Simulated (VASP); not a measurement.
A run of VASP 6.6.1:

File INCAR:

```
PREC = Accurate ; ENCUT = 520
EDIFF = 1E-6 ; ISMEAR = 0
SIGMA = 0.02 ; LREAL = F
LASPH = T ; NELM = 100
ALGO = Normal ; ISIF = 2
LWAVE = F ; LCHARG = T
GGA = PE ; LELF = T
LVHAR = T ; NBANDS = 35
```

KPOINTS

```
regular mesh
0
Gamma
  6 6 8
```

POSCAR

```
SnO2
1.0
    4.8814962421      0.0000000000      0.0000000000
    0.0000000000      4.8814962421      0.0000000000
    0.0000000000      0.0000000000      3.0924353985
Sn O
2 4
Direct
    0.5000000000      0.5000000000      0.5000000000
    0.0000000000      0.0000000000      0.0000000000
    0.1942924238      0.8057075762      0.5000000000
    0.8057075762      0.1942924238      0.5000000000
    0.3057075762      0.3057075762      0.0000000000
    0.6942924238      0.6942924238      0.0000000000
```

Potentials or basis: VASP PAW PBE potentials, release 64 (Sn_d, O).

Run with:

```console
$ cat potpaw_PBE.64/Sn_d/POTCAR potpaw_PBE.64/O/POTCAR > POTCAR
$ mpirun -np 1 vasp_std > vasp.out
```

Hardware: 1 thread of AMD EPYC 9R45 96-Core Processor (Zen 5), with other jobs on the host.

**Question.** How long does it take, and how much memory?

**Answer.** It took 64 s on 1 thread of AMD EPYC 9R45 96-Core Processor (Zen 5), on a shared host, peak memory 0.2 GiB. Counts: scf iterations 14, k points 50.
